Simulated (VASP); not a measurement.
# AgCl (I4/mmm) in VASP: notebook

The runs below take AgCl through single point, with r2SCAN.

Everything below comes from runs of VASP 6.6.1. Logs are shortened: lines on timing, memory, paths and dates and some standing lists are left out, and cuts for length are marked.

**1. The cell of the first run**

The structure is tetragonal, space group I4/mmm (No. 139). Conventional cell: a = 4.236 Å, b = 4.236 Å, c = 5.103 Å, α = 90.00°, β = 90.00°, γ = 90.00°. Within 3.4 Å of Ag (site symmetry 4/mmm) lie 6 Cl at 2.55 to 3.00 Å. Within 3.4 Å of Cl (site symmetry 4/mmm) lie 6 Ag at 2.55 to 3.00 Å.

**2. Single point, r2SCAN (strain +0.080 along x and y, -0.080 along z)**

Input file POSCAR:

```
AgCl
1.0
    0.0000000000      2.9950020000      2.5512980000
    2.9950020000      0.0000000000      2.5512980000
    2.9950020000      2.9950020000      0.0000000000
Ag Cl
1 1
Direct
    0.5000000000      0.5000000000      0.5000000000
    0.0000000000      0.0000000000      0.0000000000
```

Input file INCAR.step1:

```
  PREC = Accurate
  ENCUT = 550
  ISMEAR = 0
  SIGMA = 0.05
  LREAL = F
  LASPH = T
  NELM = 120
  NBANDS = 16
  GGA = PE
  ALGO = Normal
  EDIFF = 1E-5
  LWAVE = T
  LCHARG = F
  GGA_COMPAT = F
```

Input file INCAR.step2:

```
  PREC = Accurate
  ENCUT = 550
  EDIFF = 1E-6
  ISMEAR = 0
  SIGMA = 0.05
  LREAL = F
  LASPH = T
  NELM = 120
  ALGO = Normal
  ISIF = 2
  LWAVE = F
  LCHARG = F
  METAGGA = R2SCAN
  LMIXTAU = T
  NBANDS = 16
  ISTART = 1
  GGA_COMPAT = F
```

Input file KPOINTS:

```
regular mesh
0
Gamma
  8 8 8
```

Potentials or basis: VASP PAW PBE potentials, release 64 (Ag, Cl).

Started as:

```bash
$ cat potpaw_PBE.64/Ag/POTCAR potpaw_PBE.64/Cl/POTCAR > POTCAR
$ cp INCAR.step1 INCAR
$ mpirun -np 1 vasp_std > vasp.out
$ cp INCAR.step2 INCAR
$ mpirun -np 1 vasp_std > vasp.out
```

OUTCAR:

```text
PREC = Accurate
   ENCUT = 550
   EDIFF = 1E-6
   ISMEAR = 0
   LREAL = F
   LASPH = T
   NELM = 120
   ISIF = 2
   METAGGA = R2SCAN
   ISTART = 1

 ion  position               nearest neighbor table
   1  0.500  0.500  0.500-   2 2.55   2 2.55   2 3.00   2 3.00   2 3.00   2 3.00
   2  0.000  0.000  0.000-   1 2.55   1 2.55   1 3.00   1 3.00   1 3.00   1 3.00

  LATTYP: Found a body centered tetragonal cell.
 ALAT       =     4.2355724477
 C/A-ratio  =     1.2047004420

  Lattice vectors:

 A1 = (   0.0000000000,  -2.9950020000,  -2.5512980000)
 A2 = (   0.0000000000,   2.9950020000,  -2.5512980000)
 A3 = (   2.9950020000,   0.0000000000,   2.5512980000)

Analysis of symmetry for initial positions (statically):
=====================================================================
 Subroutine PRICEL returns:
 Original cell was already a primitive cell.

 Routine SETGRP: Setting up the symmetry group for a
 body centered tetragonal supercell.

 Subroutine GETGRP returns: Found 16 space group operations
 (whereof 16 operations were pure point group operations)
 out of a pool of 16 trial point group operations.

The static configuration has the point symmetry D_4h.

Analysis of symmetry for dynamics (positions and initial velocities):
=====================================================================
 Subroutine PRICEL returns:
 Original cell was already a primitive cell.

 Routine SETGRP: Setting up the symmetry group for a
 body centered tetragonal supercell.

 Subroutine GETGRP returns: Found 16 space group operations
 (whereof 16 operations were pure point group operations)
 out of a pool of 16 trial point group operations.

The dynamic configuration has the point symmetry D_4h.

 Subroutine INISYM returns: Found 16 space group operations
 (whereof 16 operations are pure point group operations),
 and found     1 'primitive' translations

----------------------------------------------------------------------------------------

                                     Primitive cell

  volume of cell :      45.7705

  direct lattice vectors                    reciprocal lattice vectors
     0.000000000  2.995002000  2.551298000    -0.166944797  0.166944797  0.195978674
     2.995002000  0.000000000  2.551298000     0.166944797 -0.166944797  0.195978674
     2.995002000  2.995002000  0.000000000     0.166944797  0.166944797 -0.195978674

  length of vectors
     3.934356169  3.934356169  4.235572448     0.306836717  0.306836717  0.306836717

  position of ions in fractional coordinates (direct lattice)
     0.500000000  0.500000000  0.500000000
     0.000000000  0.000000000  0.000000000

  ion indices of the primitive-cell ions
   primitive index   ion index
                 1           1
                 2           2

----------------------------------------------------------------------------------------

 KPOINTS: regular mesh

Automatic generation of k-mesh.
 Grid dimensions read from file:
 generate k-points for:    8    8    8

 Generating k-lattice:

  Cartesian coordinates                     Fractional coordinates (reciprocal lattice)
    -0.020868100  0.020868100  0.024497334     0.125000000  0.000000000  0.000000000
     0.020868100 -0.020868100  0.024497334     0.000000000  0.125000000  0.000000000
     0.020868100  0.020868100 -0.024497334    -0.000000000 -0.000000000  0.125000000

  Length of vectors
     0.038354590  0.038354590  0.038354590

  Shift w.r.t. Gamma in fractional coordinates (k-lattice)
     0.000000000  0.000000000  0.000000000

 Subroutine IBZKPT returns following result:
 ===========================================

 Found     59 irreducible k-points:

 Following reciprocal coordinates:
            Coordinates               Weight
  0.000000  0.000000  0.000000      1.000000
  0.125000  0.000000  0.000000      8.000000
  0.250000  0.000000  0.000000      8.000000
  0.375000  0.000000  0.000000      8.000000
  0.500000  0.000000  0.000000      4.000000
  0.125000  0.125000  0.000000      2.000000
[... 16 lines left out ...]
  0.250000  0.000000  0.125000     16.000000
  0.375000  0.000000  0.125000     16.000000
 [... further k-points ...]
   k-points           NKPTS =     59   k-points in BZ     NKDIM =     59   number of bands    NBANDS=     16
   number of dos      NEDOS =    301   number of ions     NIONS =      2
   total plane-waves  NPLWV =  28800
   dimension x,y,z NGX =    30 NGY =   30 NGZ =   32
   dimension x,y,z NGXF=    60 NGYF=   60 NGZF=   64
   ions per type =               1   1
   NGX,Y,Z   is equivalent  to a cutoff of  12.68, 12.68, 12.56 a.u.
   NGXF,Y,Z  is equivalent  to a cutoff of  25.35, 25.35, 25.12 a.u.
 SYSTEM =  unknown system
   PREC   = accura    normal or accurate (medium, high low for compatibility)
   ISTART =      1    job   : 0-new  1-cont  2-samecut
   ICHARG =      0    charge: 1-file 2-atom 10-const
   ISPIN  =      1    spin polarized calculation?
   LNONCOLLINEAR =      F non collinear calculations
   LSORBIT =      F    spin-orbit coupling
   LASPH  =      T    aspherical Exc in radial PAW
   ENCUT  =  550.0 eV  40.42 Ry    6.36 a.u.   7.52  7.52  8.10*2*pi/ulx,y,z
   NELM   =    120;   NELMIN=  2; NELMDL=  0     # of ELM steps
   EDIFF  = 0.1E-05   stopping-criterion for ELM
   LREAL  =      F    real-space projection
   EDIFFG = 0.1E-04   stopping-criterion for IOM
   NSW    =      0    number of steps for IOM
   IBRION =     -1    ionic relax: 0-MD 1-quasi-New 2-CG
   NFREE  =      0    steps in history (QN), initial steepest desc. (CG)
   ISIF   =      2    stress and relaxation
   ISYM   =      2    0-nonsym 1-usesym 2-fastsym
   POTIM  = 0.5000    time-step for ionic-motion
   TEBEG  =    0.0;   TEEND  =   0.0 temperature during run
   PSTRESS=    0.0 pullay stress
   NELECT =      18.0000    total number of electrons
   NUPDOWN=      -1.0000    fix difference up-down
   EMIN   =  10.00;   EMAX   =-10.00  energy-range for DOS
   EFERMI =   0.00;   METHOD = LEGACY
   ISMEAR =     0;   SIGMA  =   0.05  broadening in eV -4-tet -1-fermi 0-gaus
   EFERMI_NEDOS =   21; number of points for ismear=-14 and -15
   IALGO  =     38    algorithm
   IMIX   =      4    mixing-type and parameters
     AMIX     =   0.40;   BMIX     =  1.00
     AMIX_MAG =   1.60;   BMIX_MAG =  1.00
  volume/ion in A,a.u.               =      22.89       154.44
  Fermi-wavevector in a.u.,A,eV,Ry     =   1.199418  2.266571 19.573386  1.438603
  Thomas-Fermi vector in A             =   2.335281
   LORBIT       =      0    0 simple, 1 ext, 2 COOP (PROOUT), +10 PAW based schemes
   METAGGA = R2SCAN    functional components
   LHFCALC =     F    Hartree Fock is set to
   AEXX    =    0.0000 exact exchange contribution
   IVDW    =     0    specifies the selected vdW correction
   LEPSILON=     F    determine dielectric tensor
   LRPA    =     F    only Hartree local field effects (RPA)
 non-spin polarized calculation
 Gauss-broadening in eV      SIGMA  =   0.05
  energy-cutoff  :      550.00
  volume of cell :       45.77
 maximum number of plane-waves:      1364
   NGX = 15   NGY = 15   NGZ = 17

 number of electron      17.9999999 magnetization

 Free energy of the ion-electron system (eV)
  ---------------------------------------------------
  ext. energy  EPLUGINS =         0.00000000
  ---------------------------------------------------
  free energy    TOTEN  =       -28.57705074 eV

  energy without entropy =      -28.57705074  energy(sigma->0) =      -28.57705074

 E-fermi :   3.2635     XC(G=0): -10.0944

 val. band max:        3.0560190712   @ k =   0.5000   0.0000   0.0000
 cond. band min:       4.2884982013   @ k =   0.0000   0.0000   0.0000
 fundamental gap:      1.2324791300
 Fermi energy:         3.2635288536

 k-point     1 :       0.0000    0.0000    0.0000
  band No.  band energies     occupation
      1     -12.8144      2.00000
      2       0.0269      2.00000
      3       0.3141      2.00000
      4       0.3141      2.00000
      5       0.4051      2.00000
      6       0.4672      2.00000
[... 8 lines left out ...]
     15      15.3985      0.00000
     16      15.7205      0.00000

 k-point     2 :       0.1250    0.0000    0.0000
  band No.  band energies     occupation
      1     -12.7608      2.00000
      2      -0.6873      2.00000
      3      -0.1819      2.00000
      4      -0.1287      2.00000
      5       0.4242      2.00000
      6       0.5487      2.00000
[... 8 lines left out ...]
     15      14.9331      0.00000
     16      16.9106      0.00000

 k-point     3 :       0.2500    0.0000    0.0000
  band No.  band energies     occupation
      1     -12.6265      2.00000
      2      -1.5853      2.00000
      3      -0.8433      2.00000
      4      -0.6383      2.00000
      5       0.5680      2.00000
      6       0.6203      2.00000
[... 8 lines left out ...]
     15      15.6390      0.00000
     16      16.7354      0.00000

 k-point     4 :       0.3750    0.0000    0.0000
  band No.  band energies     occupation
      1     -12.4847      2.00000
      2      -2.2848      2.00000
      3      -1.2609      2.00000
      4      -0.9715      2.00000
      5       0.6776      2.00000
      6       0.7233      2.00000
[... 8 lines left out ...]
     15      16.7219      0.00000
     16      16.8211      0.00000
[... 324 lines left out ...]
 k-point    22 :       0.1250    0.0000    0.1250
  band No.  band energies     occupation
      1     -12.7638      2.00000
      2      -0.4728      2.00000
      3      -0.1937      2.00000
      4       0.2835      2.00000
      5       0.3471      2.00000
      6       0.4467      2.00000
[... 8 lines left out ...]
     15      16.5441      0.00000
     16      16.7687      0.00000

 k-point    23 :       0.2500    0.0000    0.1250
  band No.  band energies     occupation
      1     -12.6737      2.00000
      2      -0.9894      2.00000
      3      -0.7994      2.00000
      4      -0.2456      2.00000
      5       0.4346      2.00000
      6       0.5834      2.00000
[... 8 lines left out ...]
     15      16.1658      0.00000
     16      17.7548      0.00000

 k-point    24 :       0.3750    0.0000    0.1250
  band No.  band energies     occupation
      1     -12.5374      2.00000
      2      -1.7794      2.00000
      3      -1.1966      2.00000
      4      -0.7619      2.00000
      5       0.5937      2.00000
      6       0.6933      2.00000
[... 8 lines left out ...]
     15      16.3756      0.00000
     16      17.6452      0.00000

 [... further k-points ...]

------------------------ aborting loop because EDIFF is reached ----------------------------------------

  FORCE on cell =-STRESS in cart. coord.  units (eV):
  Direction    XX          YY          ZZ          XY          YZ          ZX
  --------------------------------------------------------------------------------------
  -------------------------------------------------------------------------------------
  Total       -0.5985109     -0.5985109      0.3166470      0.0000000      0.0000000      0.0000000
  in kB      -20.9506365    -20.9506365     11.0841012      0.0000000      0.0000000      0.0000000
  external PRESSURE =     -10.2723906 kB  Pullay stress =       0.0000000 kB

 VOLUME and BASIS-vectors are now :
 -----------------------------------------------------------------------------
  energy-cutoff  :      550.00
  volume of cell :       45.77
      direct lattice vectors                 reciprocal lattice vectors
     0.000000000  2.995002000  2.551298000    -0.166944797  0.166944797  0.195978674
     2.995002000  0.000000000  2.551298000     0.166944797 -0.166944797  0.195978674
     2.995002000  2.995002000  0.000000000     0.166944797  0.166944797 -0.195978674

 POSITION                                       TOTAL-FORCE (eV/Angst)
 -----------------------------------------------------------------------------------
      2.99500      2.99500      2.55130         0.000000      0.000000     -0.000000
      0.00000      0.00000      0.00000         0.000000      0.000000      0.000000
 -----------------------------------------------------------------------------------
    total drift:                                0.000000      0.000000      0.000000

  FREE ENERGIE OF THE ION-ELECTRON SYSTEM (eV)
  ---------------------------------------------------
  free  energy   TOTEN  =       -28.5770507450 eV

  energy  without entropy=      -28.5770507450  energy(sigma->0) =      -28.57705074
```

It took 2.3 min on 1 thread of AMD EPYC 9R14 (Zen 4), shared host; peak memory 0.17 GiB.

What came out:

```
Free energy            : -28.5771 eV
Pressure               : -1.0 GPa
Band gap on the k mesh : 1.23 eV (least direct gap 3.67 eV)
```

Levels at points of the mesh, in eV from the valence-band top:
```csv
k point,band 6,band 7,band 8,band 9,band 10,band 11,band 12,band 13
"(0.00, 0.00, 0.00)",-2.59,-2.45,-2.44,-2.44,1.23,11.02,11.02,11.41
"(0.50, 0.00, 0.00)",-2.27,-1.90,-0.77,0.00,4.44,6.78,7.26,9.08
"(0.50, 0.50, 0.00)",-2.31,-2.28,-2.28,-2.09,2.75,7.44,9.65,10.86
"(0.50, 0.00, 0.50)",-2.51,-2.28,-2.24,-2.13,2.81,8.06,8.55,10.89
```

Caveat: the cell differs from its parent crystal (strain +0.080 along x and y, -0.080 along z); the PAW data sets were made with another functional, which shifts forces and pressure a little.

**3. Single point, r2SCAN (strain +0.000 along x and y, +0.080 along z)**

Input file POSCAR:

```
AgCl
1.0
    0.0000000000      2.7731500000      2.9950020000
    2.7731500000      0.0000000000      2.9950020000
    2.7731500000      2.7731500000      0.0000000000
Ag Cl
1 1
Direct
    0.5000000000      0.5000000000      0.5000000000
    0.0000000000      0.0000000000      0.0000000000
```

Input file INCAR.step1:

```
PREC = Accurate
ENCUT = 550
ISMEAR = 0
SIGMA = 0.05
LREAL = False
LASPH = True
NELM = 120
NBANDS = 16
GGA = PE
ALGO = Normal
EDIFF = 1E-5
LWAVE = True
LCHARG = False
GGA_COMPAT = False
```

Input file INCAR.step2:

```
PREC = Accurate
ENCUT = 550
EDIFF = 1E-6
ISMEAR = 0
SIGMA = 0.05
LREAL = False
LASPH = True
NELM = 120
ALGO = Normal
ISIF = 2
LWAVE = False
LCHARG = False
METAGGA = R2SCAN
LMIXTAU = True
NBANDS = 16
ISTART = 1
GGA_COMPAT = False
```

Input file KPOINTS:

```
Automatic mesh
0
Gamma
  8 8 8
```

Potentials or basis: VASP PAW PBE potentials, release 64 (Ag, Cl).

Started as:

```bash
$ cat potpaw_PBE.64/Ag/POTCAR potpaw_PBE.64/Cl/POTCAR > POTCAR
$ cp INCAR.step1 INCAR
$ mpirun -np 1 vasp_std > vasp.out
$ cp INCAR.step2 INCAR
$ mpirun -np 1 vasp_std > vasp.out
```

OUTCAR:

```text
PREC = Accurate
   ENCUT = 550
   EDIFF = 1E-6
   ISMEAR = 0
   LREAL = False
   LASPH = True
   NELM = 120
   ISIF = 2
   METAGGA = R2SCAN
   ISTART = 1

 ion  position               nearest neighbor table
   1  0.500  0.500  0.500-   2 2.77   2 2.77   2 2.77   2 2.77   2 3.00   2 3.00
   2  0.000  0.000  0.000-   1 2.77   1 2.77   1 2.77   1 2.77   1 3.00   1 3.00

  LATTYP: Found a body centered tetragonal cell.
 ALAT       =     3.9218263405
 C/A-ratio  =     1.5273506474

  Lattice vectors:
[... 643 lines left out ...]

------------------------ aborting loop because EDIFF is reached ----------------------------------------

  FORCE on cell =-STRESS in cart. coord.  units (eV):
  Direction    XX          YY          ZZ          XY          YZ          ZX
  --------------------------------------------------------------------------------------
  -------------------------------------------------------------------------------------
  Total       -0.7488255     -0.7488255     -0.9755536      0.0000000     -0.0000000      0.0000000
  in kB      -26.0445812    -26.0445812    -33.9303134      0.0000000     -0.0000000      0.0000000
  external PRESSURE =     -28.6731586 kB  Pullay stress =       0.0000000 kB

 VOLUME and BASIS-vectors are now :
 -----------------------------------------------------------------------------
  energy-cutoff  :      550.00
  volume of cell :       46.07
      direct lattice vectors                 reciprocal lattice vectors
     0.000000000  2.773150000  2.995002000    -0.180300380  0.180300380  0.166944797
     2.773150000  0.000000000  2.995002000     0.180300380 -0.180300380  0.166944797
     2.773150000  2.773150000  0.000000000     0.180300380  0.180300380 -0.166944797

 POSITION                                       TOTAL-FORCE (eV/Angst)
 -----------------------------------------------------------------------------------
      2.77315      2.77315      2.99500         0.000000      0.000000      0.000000
      0.00000      0.00000      0.00000        -0.000000      0.000000      0.000000
 -----------------------------------------------------------------------------------
    total drift:                                0.000000     -0.000000      0.000000

  FREE ENERGIE OF THE ION-ELECTRON SYSTEM (eV)
  ---------------------------------------------------
  free  energy   TOTEN  =       -28.6010464044 eV

  energy  without entropy=      -28.6010464044  energy(sigma->0) =      -28.60104640
```

OUTCAR.step1:

```text
PREC = Accurate
   ENCUT = 550
   ISMEAR = 0
   LREAL = False
   LASPH = True
[... 678 lines left out ...]
      2.77315      2.77315      2.99500        -0.000000      0.000000      0.000000
      0.00000      0.00000      0.00000         0.000000     -0.000000      0.000000
 -----------------------------------------------------------------------------------
    total drift:                                0.000000     -0.000000      0.000000

  FREE ENERGIE OF THE ION-ELECTRON SYSTEM (eV)
  ---------------------------------------------------
  free  energy   TOTEN  =        -5.3873117255 eV

  energy  without entropy=       -5.3873117255  energy(sigma->0) =       -5.38731173
```

OSZICAR.step1:

```text
N       E                     dE             d eps       ncg     rms          rms(c)
DAV:   1     0.937916072149E+02    0.93792E+02   -0.87185E+03  1888   0.105E+03
DAV:   2    -0.218698507910E+01   -0.95979E+02   -0.88350E+02  2392   0.216E+02
DAV:   3    -0.557312582416E+01   -0.33861E+01   -0.33764E+01  2440   0.412E+01
DAV:   4    -0.559083169412E+01   -0.17706E-01   -0.17704E-01  2400   0.342E+00
DAV:   5    -0.559103901882E+01   -0.20732E-03   -0.20732E-03  2424   0.369E-01    0.514E+00
DAV:   6    -0.539223026093E+01    0.19881E+00   -0.26991E-01  2408   0.655E+00    0.338E+00
DAV:   7    -0.538778182365E+01    0.44484E-02   -0.97810E-02  2312   0.211E+00    0.183E+00
DAV:   8    -0.538713419290E+01    0.64763E-03   -0.54101E-03  2272   0.744E-01    0.286E-01
DAV:   9    -0.538721985097E+01   -0.85658E-04   -0.51944E-04  2408   0.305E-01    0.480E-02
DAV:  10    -0.538730599572E+01   -0.86145E-04   -0.13921E-04  2296   0.102E-01    0.366E-02
DAV:  11    -0.538731172552E+01   -0.57298E-05   -0.58201E-06  2064   0.171E-02
   1 F= -.53873117E+01 E0= -.53873117E+01  d E =-.506720E-15
```

Run time: 2.9 min. Hardware: 1 thread of AMD EPYC 9R14 (Zen 4), shared host; peak memory 0.17 GiB.

What came out:

- Free energy: -28.6010 eV
- Pressure: -2.9 GPa
- Band gap on the k mesh: 1.23 eV (least direct gap 3.47 eV)

Caveat: the cell differs from its parent crystal (strain +0.000 along x and y, +0.080 along z); the PAW data sets were made with another functional, which shifts forces and pressure a little. A k mesh can miss the band edges.
